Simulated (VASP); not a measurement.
# GaSb (F-43m) in VASP: single point with PBEsol

Aim: the single point of GaSb with PBEsol.

Program: VASP 6.6.1. These are calculated values, not measurements. Logs are shortened: lines on timing, memory, paths and dates and some standing lists are left out, and cuts for length are marked.

## 1. The cell of the first run

It takes space group F-43m (No. 216, cubic). Conventional cell: a = 6.112 Å, b = 6.112 Å, c = 6.112 Å, α = 90.00°, β = 90.00°, γ = 90.00°. Within 3.5 Å of Ga (site symmetry -43m) lie 4 Sb at 2.65 Å. Within 3.5 Å of Sb (site symmetry -43m) lie 4 Ga at 2.65 Å.

## 2. Single point, PBEsol

The input, INCAR:

```
ALGO     = Normal         # electronic algorithm
EDIFF    = 1E-7           # SCF threshold, eV
ENCUT    = 520            # plane-wave cutoff, eV
GGA      = PS             # functional
ISIF     = 2              # what is computed and relaxed
ISMEAR   = 0              # smearing method
LASPH    = T              # aspherical terms in the spheres
LCHARG   = T              # write CHGCAR
LELF     = T              # ELF
LREAL    = F              # projectors in reciprocal space
LVHAR    = T            
LWAVE    = F              # write WAVECAR
NBANDS   = 16             # bands
NELM     = 80             # most SCF steps
PREC     = Accurate       # precision mode
SIGMA    = 0.01           # smearing width, eV
```

The input, KPOINTS:

```
k-points
0
Gamma
  10 10 10
```

The input, POSCAR:

```
GaSb
1.0
    0.0000000000      3.0558950467      3.0558950467
    3.0558950467      0.0000000000      3.0558950467
    3.0558950467      3.0558950467      0.0000000000
Ga Sb
1 1
Direct
    0.0000000000      0.0000000000      0.0000000000
    0.2500000000      0.2500000000      0.2500000000
```

Potentials or basis: VASP PAW PBE potentials, release 64 (Ga_d, Sb).

Run with:

```
cat potpaw_PBE.64/Ga_d/POTCAR potpaw_PBE.64/Sb/POTCAR > POTCAR
mpirun -np 1 vasp_std > vasp.out
```

OUTCAR:

```text
EDIFF = 1E-7
   ENCUT = 520
   GGA = PS
   ISIF = 2
   ISMEAR = 0
   LASPH = T
   LREAL = F
   NELM = 80
   PREC = Accurate

 ion  position               nearest neighbor table
   1  0.000  0.000  0.000-   2 2.65   2 2.65   2 2.65   2 2.65
   2  0.250  0.250  0.250-   1 2.65   1 2.65   1 2.65   1 2.65

  LATTYP: Found a face centered cubic cell.
 ALAT       =     6.1117900934

  Lattice vectors:

 A1 = (   0.0000000000,   3.0558950467,   3.0558950467)
 A2 = (   3.0558950467,   0.0000000000,   3.0558950467)
 A3 = (   3.0558950467,   3.0558950467,   0.0000000000)

Analysis of symmetry for initial positions (statically):
=====================================================================
 Subroutine PRICEL returns:
 Original cell was already a primitive cell.

 Routine SETGRP: Setting up the symmetry group for a
 face centered cubic supercell.

 Subroutine GETGRP returns: Found 24 space group operations
 (whereof 24 operations were pure point group operations)
 out of a pool of 48 trial point group operations.

The static configuration has the point symmetry T_d .

Analysis of symmetry for dynamics (positions and initial velocities):
=====================================================================
 Subroutine PRICEL returns:
 Original cell was already a primitive cell.

 Routine SETGRP: Setting up the symmetry group for a
 face centered cubic supercell.

 Subroutine GETGRP returns: Found 24 space group operations
 (whereof 24 operations were pure point group operations)
 out of a pool of 48 trial point group operations.

The dynamic configuration has the point symmetry T_d .

 Subroutine INISYM returns: Found 24 space group operations
 (whereof 24 operations are pure point group operations),
 and found     1 'primitive' translations

----------------------------------------------------------------------------------------

                                     Primitive cell

  volume of cell :      57.0749

  direct lattice vectors                    reciprocal lattice vectors
     0.000000000  3.055895047  3.055895047    -0.163618185  0.163618185  0.163618185
     3.055895047  0.000000000  3.055895047     0.163618185 -0.163618185  0.163618185
     3.055895047  3.055895047  0.000000000     0.163618185  0.163618185 -0.163618185

  length of vectors
     4.321688220  4.321688220  4.321688220     0.283395009  0.283395009  0.283395009

  position of ions in fractional coordinates (direct lattice)
     0.000000000  0.000000000  0.000000000
     0.250000000  0.250000000  0.250000000

  ion indices of the primitive-cell ions
   primitive index   ion index
                 1           1
                 2           2

----------------------------------------------------------------------------------------

 KPOINTS: k-points

Automatic generation of k-mesh.
 Grid dimensions read from file:
 generate k-points for:   10   10   10

 Generating k-lattice:

  Cartesian coordinates                     Fractional coordinates (reciprocal lattice)
    -0.016361818  0.016361818  0.016361818     0.100000000  0.000000000  0.000000000
     0.016361818 -0.016361818  0.016361818     0.000000000  0.100000000  0.000000000
     0.016361818  0.016361818 -0.016361818     0.000000000  0.000000000  0.100000000

  Length of vectors
     0.028339501  0.028339501  0.028339501

  Shift w.r.t. Gamma in fractional coordinates (k-lattice)
     0.000000000  0.000000000  0.000000000

 Subroutine IBZKPT returns following result:
 ===========================================

 Found     47 irreducible k-points:

 Following reciprocal coordinates:
            Coordinates               Weight
  0.000000  0.000000  0.000000      1.000000
  0.100000  0.000000  0.000000      8.000000
  0.200000  0.000000  0.000000      8.000000
  0.300000  0.000000  0.000000      8.000000
  0.400000  0.000000  0.000000      8.000000
  0.500000  0.000000  0.000000      4.000000
[... 16 lines left out ...]
  0.300000  0.300000  0.000000      6.000000
  0.400000  0.300000  0.000000     24.000000
 [... further k-points ...]
   k-points           NKPTS =     47   k-points in BZ     NKDIM =     47   number of bands    NBANDS=     16
   number of dos      NEDOS =    301   number of ions     NIONS =      2
   total plane-waves  NPLWV =  32768
   dimension x,y,z NGX =    32 NGY =   32 NGZ =   32
   dimension x,y,z NGXF=    64 NGYF=   64 NGZF=   64
   ions per type =               1   1
   NGX,Y,Z   is equivalent  to a cutoff of  12.31, 12.31, 12.31 a.u.
   NGXF,Y,Z  is equivalent  to a cutoff of  24.62, 24.62, 24.62 a.u.
 SYSTEM =  unknown system
   PREC   = accura    normal or accurate (medium, high low for compatibility)
   ISTART =      0    job   : 0-new  1-cont  2-samecut
   ICHARG =      2    charge: 1-file 2-atom 10-const
   ISPIN  =      1    spin polarized calculation?
   LNONCOLLINEAR =      F non collinear calculations
   LSORBIT =      F    spin-orbit coupling
   LASPH  =      T    aspherical Exc in radial PAW
   ENCUT  =  520.0 eV  38.22 Ry    6.18 a.u.   8.04  8.04  8.04*2*pi/ulx,y,z
   NELM   =     80;   NELMIN=  2; NELMDL= -5     # of ELM steps
   EDIFF  = 0.1E-06   stopping-criterion for ELM
   LREAL  =      F    real-space projection
   EDIFFG = 0.1E-05   stopping-criterion for IOM
   NSW    =      0    number of steps for IOM
   IBRION =     -1    ionic relax: 0-MD 1-quasi-New 2-CG
   NFREE  =      0    steps in history (QN), initial steepest desc. (CG)
   ISIF   =      2    stress and relaxation
   ISYM   =      2    0-nonsym 1-usesym 2-fastsym
   POTIM  = 0.5000    time-step for ionic-motion
   TEBEG  =    0.0;   TEEND  =   0.0 temperature during run
   PSTRESS=    0.0 pullay stress
   NELECT =      18.0000    total number of electrons
   NUPDOWN=      -1.0000    fix difference up-down
   EMIN   =  10.00;   EMAX   =-10.00  energy-range for DOS
   EFERMI =   0.00;   METHOD = LEGACY
   ISMEAR =     0;   SIGMA  =   0.01  broadening in eV -4-tet -1-fermi 0-gaus
   EFERMI_NEDOS =   21; number of points for ismear=-14 and -15
   IALGO  =     38    algorithm
   IMIX   =      4    mixing-type and parameters
     AMIX     =   0.40;   BMIX     =  1.00
     AMIX_MAG =   1.60;   BMIX_MAG =  1.00
  volume/ion in A,a.u.               =      28.54       192.58
  Fermi-wavevector in a.u.,A,eV,Ry     =   1.114339  2.105795 16.895046  1.241751
  Thomas-Fermi vector in A             =   2.250933
   LORBIT       =      0    0 simple, 1 ext, 2 COOP (PROOUT), +10 PAW based schemes
   GGA     = PS    functional components
   LHFCALC =     F    Hartree Fock is set to
   AEXX    =    0.0000 exact exchange contribution
   IVDW    =     0    specifies the selected vdW correction
   LEPSILON=     F    determine dielectric tensor
   LRPA    =     F    only Hartree local field effects (RPA)
 non-spin polarized calculation
 Gauss-broadening in eV      SIGMA  =   0.01
  energy-cutoff  :      520.00
  volume of cell :       57.07
 maximum number of plane-waves:      1572
   NGX = 17   NGY = 17   NGZ = 17

 number of electron      17.9999985 magnetization

 Free energy of the ion-electron system (eV)
  ---------------------------------------------------
  ext. energy  EPLUGINS =         0.00000000
  ---------------------------------------------------
  free energy    TOTEN  =        -8.15338120 eV

  energy without entropy =       -8.15336846  energy(sigma->0) =       -8.15337483

 E-fermi :   4.7705     XC(G=0):  -9.2800

 val. band max:        4.7616140476   @ k =   0.0000   0.0000   0.0000
 cond. band min:       4.7738890599   @ k =   0.0000   0.0000   0.0000
 fundamental gap:      0.0122750123
 Fermi energy:         4.7704794416

 k-point     1 :       0.0000    0.0000    0.0000
  band No.  band energies     occupation
      1     -10.2420      2.00000
      2     -10.2420      2.00000
      3     -10.2420      2.00000
      4     -10.1912      2.00000
      5     -10.1912      2.00000
      6      -6.7633      2.00000
[... 8 lines left out ...]
     15      13.3679      0.00000
     16      13.3679      0.00000

 k-point     2 :       0.1000    0.0000    0.0000
  band No.  band energies     occupation
      1     -10.2448      2.00000
      2     -10.2408      2.00000
      3     -10.2408      2.00000
      4     -10.1914      2.00000
      5     -10.1914      2.00000
      6      -6.6599      2.00000
[... 8 lines left out ...]
     15      12.6922      0.00000
     16      12.6922      0.00000

 k-point     3 :       0.2000    0.0000    0.0000
  band No.  band energies     occupation
      1     -10.2522      2.00000
      2     -10.2378      2.00000
      3     -10.2378      2.00000
      4     -10.1916      2.00000
      5     -10.1916      2.00000
      6      -6.3587      2.00000
[... 8 lines left out ...]
     15      12.2570      0.00000
     16      12.2570      0.00000

 k-point     4 :       0.3000    0.0000    0.0000
  band No.  band energies     occupation
      1     -10.2611      2.00000
      2     -10.2343      2.00000
      3     -10.2343      2.00000
      4     -10.1915      2.00000
      5     -10.1915      2.00000
      6      -5.8968      2.00000
[... 8 lines left out ...]
     15      12.5644      0.00000
     16      12.5644      0.00000
[... 324 lines left out ...]
 k-point    22 :      -0.2000    0.2000    0.0000
  band No.  band energies     occupation
      1     -10.2645      2.00000
      2     -10.2329      2.00000
      3     -10.2312      2.00000
      4     -10.1932      2.00000
      5     -10.1912      2.00000
      6      -5.7330      2.00000
[... 8 lines left out ...]
     15      13.5040      0.00000
     16      14.0409      0.00000

 k-point    23 :       0.3000    0.3000    0.0000
  band No.  band energies     occupation
      1     -10.2738      2.00000
      2     -10.2257      2.00000
      3     -10.2257      2.00000
      4     -10.1987      2.00000
      5     -10.1884      2.00000
      6      -5.5744      2.00000
[... 8 lines left out ...]
     15      14.5260      0.00000
     16      14.6864      0.00000

 k-point    24 :       0.4000    0.3000    0.0000
  band No.  band energies     occupation
      1     -10.2791      2.00000
      2     -10.2231      2.00000
      3     -10.2226      2.00000
      4     -10.1999      2.00000
      5     -10.1881      2.00000
      6      -5.1441      2.00000
[... 8 lines left out ...]
     15      15.1056      0.00000
     16      15.1442      0.00000

 [... further k-points ...]

------------------------ aborting loop because EDIFF is reached ----------------------------------------

  FORCE on cell =-STRESS in cart. coord.  units (eV):
  Direction    XX          YY          ZZ          XY          YZ          ZX
  --------------------------------------------------------------------------------------
  -------------------------------------------------------------------------------------
  Total        0.0246174      0.0246174      0.0246174      0.0000000      0.0000000      0.0000000
  in kB        0.6910458      0.6910458      0.6910458      0.0000000      0.0000000      0.0000000
  external PRESSURE =       0.6910458 kB  Pullay stress =       0.0000000 kB

 VOLUME and BASIS-vectors are now :
 -----------------------------------------------------------------------------
  energy-cutoff  :      520.00
  volume of cell :       57.07
      direct lattice vectors                 reciprocal lattice vectors
     0.000000000  3.055895047  3.055895047    -0.163618185  0.163618185  0.163618185
     3.055895047  0.000000000  3.055895047     0.163618185 -0.163618185  0.163618185
     3.055895047  3.055895047  0.000000000     0.163618185  0.163618185 -0.163618185

 POSITION                                       TOTAL-FORCE (eV/Angst)
 -----------------------------------------------------------------------------------
      0.00000      0.00000      0.00000        -0.000000      0.000000     -0.000000
      1.52795      1.52795      1.52795         0.000000     -0.000000      0.000000
 -----------------------------------------------------------------------------------
    total drift:                                0.000000      0.000000      0.000000

  FREE ENERGIE OF THE ION-ELECTRON SYSTEM (eV)
  ---------------------------------------------------
  free  energy   TOTEN  =        -8.1533811962 eV

  energy  without entropy=       -8.1533684618  energy(sigma->0) =       -8.15337483
```

Wall time 13 s (1 thread of Intel Xeon 6975P-C (Granite Rapids), shared host); peak memory 0.19 GiB.

What came out:

| Quantity | Value |
| --- | --- |
| Free energy | -8.1534 eV |
| Pressure | 0.1 GPa |

Levels at points of the mesh, in eV from the Fermi level:
```
           k point  band 5  band 6  band 7  band 8  band 9  band 10  band 11  band 12  band 13  band 14
(0.00, 0.00, 0.00)  -14.96  -11.53   -0.01   -0.01   -0.01     0.00     2.75     2.75     2.75     5.62
(0.50, 0.00, 0.00)  -14.96   -9.90   -6.42   -1.17   -1.17     0.34     3.71     3.71     6.31     9.26
(0.50, 0.50, 0.00)  -14.96   -9.06   -6.85   -2.61   -2.61     0.83     1.14     8.68     8.68     9.99
```

Caveat: the PAW data sets were made with another functional, which shifts forces and pressure a little; spin-orbit coupling is left out, which moves the levels of the heavy elements.
